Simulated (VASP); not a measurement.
# SrRe (Pm-3m) in VASP: a series of runs

SrRe is run at these levels: PBE; tasks: single point.

Everything below comes from runs of VASP 6.6.1. Logs are shortened: lines on timing, memory, paths and dates and some standing lists are left out, and cuts for length are marked.

## Step 1: The cell of the first run

Symmetry: Pm-3m, No. 221, cubic system. Conventional cell: a = 3.614 Å, b = 3.614 Å, c = 3.614 Å, α = 90.00°, β = 90.00°, γ = 90.00°. Sr (site symmetry m-3m) has 8 Re at 3.13 Å and 6 Sr at 3.61 Å within 4.1 Å. Within 4.1 Å of Re (site symmetry m-3m) lie 8 Sr at 3.13 Å and 6 Re at 3.61 Å.

## Step 2: Single point, PBE (volume scaled by 0.980)

INCAR

```
SYSTEM = SrRe
PREC = Accurate ; ENCUT = 520
EDIFF = 1E-6 ; ISMEAR = 0
SIGMA = 0.05 ; LREAL = .False.
LASPH = .True. ; NELM = 60
ALGO = Normal ; ISIF = 2
LWAVE = .False. ; LCHARG = .True.
GGA = PE ; LELF = .True.
LVHAR = .True. ; NBANDS = 16
```

KPOINTS

```
Automatic mesh
0
Gamma
  10 10 10
  0 0 0
```

POSCAR

```
SrRe
1.0
    3.6136092868      0.0000000000      0.0000000000
    0.0000000000      3.6136092868      0.0000000000
    0.0000000000      0.0000000000      3.6136092868
Sr Re
1 1
Direct
    0.0000000000      0.0000000000      0.0000000000
    0.5000000000      0.5000000000      0.5000000000
```

Potentials or basis: VASP PAW PBE potentials, release 64 (Sr_sv, Re).

The run is started by

```sh
$ cat potpaw_PBE.64/Sr_sv/POTCAR potpaw_PBE.64/Re/POTCAR > POTCAR
$ mpirun -np 1 vasp_std > vasp.out
```

OUTCAR:

```text
SYSTEM = SrRe
   PREC = Accurate
   ENCUT = 520
   EDIFF = 1E-6
   ISMEAR = 0
   LREAL = .False.
   LASPH = .True.
   NELM = 60
   ISIF = 2
   GGA = PE

 ion  position               nearest neighbor table
   1  0.000  0.000  0.000-   2 3.13   2 3.13   2 3.13   2 3.13   2 3.13   2 3.13   2 3.13   2 3.13

   2  0.500  0.500  0.500-   1 3.13   1 3.13   1 3.13   1 3.13   1 3.13   1 3.13   1 3.13   1 3.13

  LATTYP: Found a simple cubic cell.
 ALAT       =     3.6136092868

  Lattice vectors:

 A1 = (   3.6136092868,   0.0000000000,   0.0000000000)
 A2 = (   0.0000000000,   3.6136092868,   0.0000000000)
 A3 = (   0.0000000000,   0.0000000000,   3.6136092868)

Analysis of symmetry for initial positions (statically):
=====================================================================
 Subroutine PRICEL returns:
 Original cell was already a primitive cell.

 Routine SETGRP: Setting up the symmetry group for a
 simple cubic supercell.

 Subroutine GETGRP returns: Found 48 space group operations
 (whereof 48 operations were pure point group operations)
 out of a pool of 48 trial point group operations.

The static configuration has the point symmetry O_h .

Analysis of symmetry for dynamics (positions and initial velocities):
=====================================================================
 Subroutine PRICEL returns:
 Original cell was already a primitive cell.

 Routine SETGRP: Setting up the symmetry group for a
 simple cubic supercell.

 Subroutine GETGRP returns: Found 48 space group operations
 (whereof 48 operations were pure point group operations)
 out of a pool of 48 trial point group operations.

The dynamic configuration has the point symmetry O_h .

 Subroutine INISYM returns: Found 48 space group operations
 (whereof 48 operations are pure point group operations),
 and found     1 'primitive' translations

----------------------------------------------------------------------------------------

                                     Primitive cell

  volume of cell :      47.1871

  direct lattice vectors                    reciprocal lattice vectors
     3.613609287  0.000000000  0.000000000     0.276731633  0.000000000  0.000000000
     0.000000000  3.613609287  0.000000000     0.000000000  0.276731633  0.000000000
     0.000000000  0.000000000  3.613609287     0.000000000  0.000000000  0.276731633

  length of vectors
     3.613609287  3.613609287  3.613609287     0.276731633  0.276731633  0.276731633

  position of ions in fractional coordinates (direct lattice)
     0.000000000  0.000000000  0.000000000
     0.500000000  0.500000000  0.500000000

  ion indices of the primitive-cell ions
   primitive index   ion index
                 1           1
                 2           2

----------------------------------------------------------------------------------------

 KPOINTS: Automatic mesh

Automatic generation of k-mesh.
 Grid dimensions read from file:
 generate k-points for:   10   10   10

 Generating k-lattice:

  Cartesian coordinates                     Fractional coordinates (reciprocal lattice)
     0.027673163  0.000000000  0.000000000     0.100000000  0.000000000  0.000000000
     0.000000000  0.027673163  0.000000000     0.000000000  0.100000000  0.000000000
     0.000000000  0.000000000  0.027673163     0.000000000  0.000000000  0.100000000

  Length of vectors
     0.027673163  0.027673163  0.027673163

  Shift w.r.t. Gamma in fractional coordinates (k-lattice)
     0.000000000  0.000000000  0.000000000

 Subroutine IBZKPT returns following result:
 ===========================================

 Found     56 irreducible k-points:

 Following reciprocal coordinates:
            Coordinates               Weight
  0.000000  0.000000  0.000000      1.000000
  0.100000  0.000000  0.000000      6.000000
  0.200000  0.000000  0.000000      6.000000
  0.300000  0.000000  0.000000      6.000000
  0.400000  0.000000  0.000000      6.000000
  0.500000  0.000000  0.000000      3.000000
[... 16 lines left out ...]
  0.200000  0.100000  0.100000     24.000000
  0.300000  0.100000  0.100000     24.000000
 [... further k-points ...]
   k-points           NKPTS =     56   k-points in BZ     NKDIM =     56   number of bands    NBANDS=     16
   number of dos      NEDOS =    301   number of ions     NIONS =      2
   total plane-waves  NPLWV =  21952
   dimension x,y,z NGX =    28 NGY =   28 NGZ =   28
   dimension x,y,z NGXF=    56 NGYF=   56 NGZF=   56
   ions per type =               1   1
   NGX,Y,Z   is equivalent  to a cutoff of  12.88, 12.88, 12.88 a.u.
   NGXF,Y,Z  is equivalent  to a cutoff of  25.76, 25.76, 25.76 a.u.
 SYSTEM =  SrRe
   PREC   = accura    normal or accurate (medium, high low for compatibility)
   ISTART =      0    job   : 0-new  1-cont  2-samecut
   ICHARG =      2    charge: 1-file 2-atom 10-const
   ISPIN  =      1    spin polarized calculation?
   LNONCOLLINEAR =      F non collinear calculations
   LSORBIT =      F    spin-orbit coupling
   LASPH  =      T    aspherical Exc in radial PAW
   ENCUT  =  520.0 eV  38.22 Ry    6.18 a.u.   6.72  6.72  6.72*2*pi/ulx,y,z
   NELM   =     60;   NELMIN=  2; NELMDL= -5     # of ELM steps
   EDIFF  = 0.1E-05   stopping-criterion for ELM
   LREAL  =      F    real-space projection
   EDIFFG = 0.1E-04   stopping-criterion for IOM
   NSW    =      0    number of steps for IOM
   IBRION =     -1    ionic relax: 0-MD 1-quasi-New 2-CG
   NFREE  =      0    steps in history (QN), initial steepest desc. (CG)
   ISIF   =      2    stress and relaxation
   ISYM   =      2    0-nonsym 1-usesym 2-fastsym
   POTIM  = 0.5000    time-step for ionic-motion
   TEBEG  =    0.0;   TEEND  =   0.0 temperature during run
   PSTRESS=    0.0 pullay stress
   NELECT =      17.0000    total number of electrons
   NUPDOWN=      -1.0000    fix difference up-down
   EMIN   =  10.00;   EMAX   =-10.00  energy-range for DOS
   EFERMI =   0.00;   METHOD = LEGACY
   ISMEAR =     0;   SIGMA  =   0.05  broadening in eV -4-tet -1-fermi 0-gaus
   EFERMI_NEDOS =   21; number of points for ismear=-14 and -15
   IALGO  =     38    algorithm
   IMIX   =      4    mixing-type and parameters
     AMIX     =   0.40;   BMIX     =  1.00
     AMIX_MAG =   1.60;   BMIX_MAG =  1.00
  volume/ion in A,a.u.               =      23.59       159.22
  Fermi-wavevector in a.u.,A,eV,Ry     =   1.164886  2.201315 18.462541  1.356958
  Thomas-Fermi vector in A             =   2.301418
   LORBIT       =      0    0 simple, 1 ext, 2 COOP (PROOUT), +10 PAW based schemes
   GGA     = PE    functional components
   LHFCALC =     F    Hartree Fock is set to
   AEXX    =    0.0000 exact exchange contribution
   IVDW    =     0    specifies the selected vdW correction
   LEPSILON=     F    determine dielectric tensor
   LRPA    =     F    only Hartree local field effects (RPA)
 non-spin polarized calculation
 Gauss-broadening in eV      SIGMA  =   0.05
  energy-cutoff  :      520.00
  volume of cell :       47.19
 maximum number of plane-waves:      1328
 NGX is ok and might be reduce to    28
   NGX = 13   NGY = 13   NGZ = 13

 number of electron      17.0000001 magnetization

 Free energy of the ion-electron system (eV)
  ---------------------------------------------------
  ext. energy  EPLUGINS =         0.00000000
  ---------------------------------------------------
  free energy    TOTEN  =       -10.30263088 eV

  energy without entropy =      -10.29625001  energy(sigma->0) =      -10.29944045

 E-fermi :   3.6776     XC(G=0): -10.7685

 val. band max:        3.6755723130   @ k =   0.4000   0.2000   0.1000
 cond. band min:       3.6878584775   @ k =   0.5000   0.2000   0.0000
 fundamental gap:      0.0122861645
 Fermi energy:         3.6775533912

 k-point     1 :       0.0000    0.0000    0.0000
  band No.  band energies     occupation
      1     -29.9758      2.00000
      2     -11.8982      2.00000
      3     -11.8982      2.00000
      4     -11.8982      2.00000
      5      -1.5243      2.00000
      6       1.3827      2.00000
[... 8 lines left out ...]
     15      11.8616      0.00000
     16      12.5107      0.00000

 k-point     2 :       0.1000    0.0000    0.0000
  band No.  band energies     occupation
      1     -29.9708      2.00000
      2     -11.9711      2.00000
      3     -11.8953      2.00000
      4     -11.8953      2.00000
      5      -1.3319      2.00000
      6       1.4484      2.00000
[... 8 lines left out ...]
     15      11.3905      0.00000
     16      12.3920      0.00000

 k-point     3 :       0.2000    0.0000    0.0000
  band No.  band energies     occupation
      1     -29.9579      2.00000
      2     -12.1552      2.00000
      3     -11.8877      2.00000
      4     -11.8877      2.00000
      5      -0.7889      2.00000
      6       1.6338      2.00000
[... 8 lines left out ...]
     15      10.9020      0.00000
     16      12.0883      0.00000

 k-point     4 :       0.3000    0.0000    0.0000
  band No.  band energies     occupation
      1     -29.9418      2.00000
      2     -12.3708      2.00000
      3     -11.8784      2.00000
      4     -11.8784      2.00000
      5       0.0097      2.00000
      6       1.8977      2.00000
[... 8 lines left out ...]
     15      11.3768      0.00000
     16      11.7247      0.00000

 k-point     5 :       0.4000    0.0000    0.0000
  band No.  band energies     occupation
      1     -29.9287      2.00000
      2     -12.5368      2.00000
      3     -11.8708      2.00000
      4     -11.8708      2.00000
      5       0.8751      2.00000
      6       2.1523      2.00000
[... 8 lines left out ...]
     15      11.4375      0.00000
     16      12.3944      0.00000

 k-point     6 :       0.5000    0.0000    0.0000
  band No.  band energies     occupation
      1     -29.9237      2.00000
      2     -12.5984      2.00000
      3     -11.8679      2.00000
      4     -11.8679      2.00000
      5       1.3313      2.00000
      6       2.2637      2.00000
[... 8 lines left out ...]
     15      11.3290      0.00000
     16      13.0700      0.00000

 k-point     7 :       0.1000    0.1000    0.0000
  band No.  band energies     occupation
      1     -29.9660      2.00000
      2     -11.9812      2.00000
      3     -11.9518      2.00000
      4     -11.8919      2.00000
      5      -1.1489      2.00000
      6       1.5394      2.00000
[... 8 lines left out ...]
     15      11.9074      0.00000
     16      12.3744      0.00000

 k-point     8 :       0.2000    0.1000    0.0000
  band No.  band energies     occupation
      1     -29.9533      2.00000
      2     -12.1493      2.00000
      3     -11.9518      2.00000
      4     -11.8832      2.00000
      5      -0.6340      2.00000
      6       1.7194      2.00000
[... 8 lines left out ...]
     15      11.5317      0.00000
     16      12.1505      0.00000

 k-point     9 :       0.3000    0.1000    0.0000
  band No.  band energies     occupation
      1     -29.9375      2.00000
      2     -12.3590      2.00000
      3     -11.9386      2.00000
      4     -11.8723      2.00000
      5       0.1157      2.00000
      6       1.9596      2.00000
[... 8 lines left out ...]
     15      11.6309      0.00000
     16      11.8125      0.00000
[... 172 lines left out ...]
 k-point    19 :       0.4000    0.4000    0.0000
  band No.  band energies     occupation
      1     -29.8905      2.00000
      2     -12.3957      2.00000
      3     -12.3699      2.00000
      4     -11.8009      2.00000
      5       0.7051      2.00000
      6       1.7802      2.00000
[... 8 lines left out ...]
     15      12.0700      0.00000
     16      12.6526      0.00000

 k-point    20 :       0.5000    0.4000    0.0000
  band No.  band energies     occupation
      1     -29.8865      2.00000
      2     -12.4334      2.00000
      3     -12.3662      2.00000
      4     -11.7934      2.00000
      5       0.6499      2.00000
      6       1.7028      2.00000
[... 8 lines left out ...]
     15      12.0176      0.00000
     16      12.9607      0.00000

 k-point    21 :       0.5000    0.5000    0.0000
  band No.  band energies     occupation
      1     -29.8825      2.00000
      2     -12.4156      2.00000
      3     -12.4156      2.00000
      4     -11.7854      2.00000
      5       0.5572      2.00000
      6       1.6223      2.00000
[... 8 lines left out ...]
     15      12.0817      0.00000
     16      13.1954      0.00000

 k-point    22 :       0.1000    0.1000    0.1000
  band No.  band energies     occupation
      1     -29.9613      2.00000
      2     -11.9875      2.00000
      3     -11.9487      2.00000
      4     -11.9487      2.00000
      5      -0.9729      2.00000
      6       1.6712      2.00000
[... 8 lines left out ...]
     15      10.7125      0.00000
     16      13.7129      0.00000

 k-point    23 :       0.2000    0.1000    0.1000
  band No.  band energies     occupation
      1     -29.9488      2.00000
      2     -12.1427      2.00000
      3     -11.9529      2.00000
      4     -11.9408      2.00000
      5      -0.4797      2.00000
      6       1.8274      2.00000
[... 8 lines left out ...]
     15      10.9163      0.00000
     16      13.0067      0.00000

 k-point    24 :       0.3000    0.1000    0.1000
  band No.  band energies     occupation
      1     -29.9333      2.00000
      2     -12.3476      2.00000
      3     -11.9342      2.00000
      4     -11.9309      2.00000
      5       0.2318      2.00000
      6       2.0447      2.00000
[... 8 lines left out ...]
     15      11.2236      0.00000
     16      12.4992      0.00000

 [... further k-points ...]

------------------------ aborting loop because EDIFF is reached ----------------------------------------

  FORCE on cell =-STRESS in cart. coord.  units (eV):
  Direction    XX          YY          ZZ          XY          YZ          ZX
  --------------------------------------------------------------------------------------
  -------------------------------------------------------------------------------------
  Total        0.4387729      0.4387729      0.4387729      0.0000000     -0.0000000     -0.0000000
  in kB       14.8979611     14.8979611     14.8979611      0.0000000     -0.0000000     -0.0000000
  external PRESSURE =      14.8979611 kB  Pullay stress =       0.0000000 kB

 VOLUME and BASIS-vectors are now :
 -----------------------------------------------------------------------------
  energy-cutoff  :      520.00
  volume of cell :       47.19
      direct lattice vectors                 reciprocal lattice vectors
     3.613609287  0.000000000  0.000000000     0.276731633  0.000000000  0.000000000
     0.000000000  3.613609287  0.000000000     0.000000000  0.276731633  0.000000000
     0.000000000  0.000000000  3.613609287     0.000000000  0.000000000  0.276731633

 POSITION                                       TOTAL-FORCE (eV/Angst)
 -----------------------------------------------------------------------------------
      0.00000      0.00000      0.00000         0.000000      0.000000      0.000000
      1.80680      1.80680      1.80680         0.000000      0.000000      0.000000
 -----------------------------------------------------------------------------------
    total drift:                               -0.000000      0.000000      0.000000

  FREE ENERGIE OF THE ION-ELECTRON SYSTEM (eV)
  ---------------------------------------------------
  free  energy   TOTEN  =       -10.3026308773 eV

  energy  without entropy=      -10.2962500129  energy(sigma->0) =      -10.29944045
```

It took 16 s on 1 thread of Intel Xeon 6975P-C (Granite Rapids), shared host; peak memory 0.19 GiB.

What came out:

| Property | Result |
| --- | --- |
| Free energy | -10.3026 eV |
| Pressure | 1.5 GPa |

Caveat: spin-orbit coupling is left out, which moves the levels of the heavy elements.

[end of part 1 of 2]
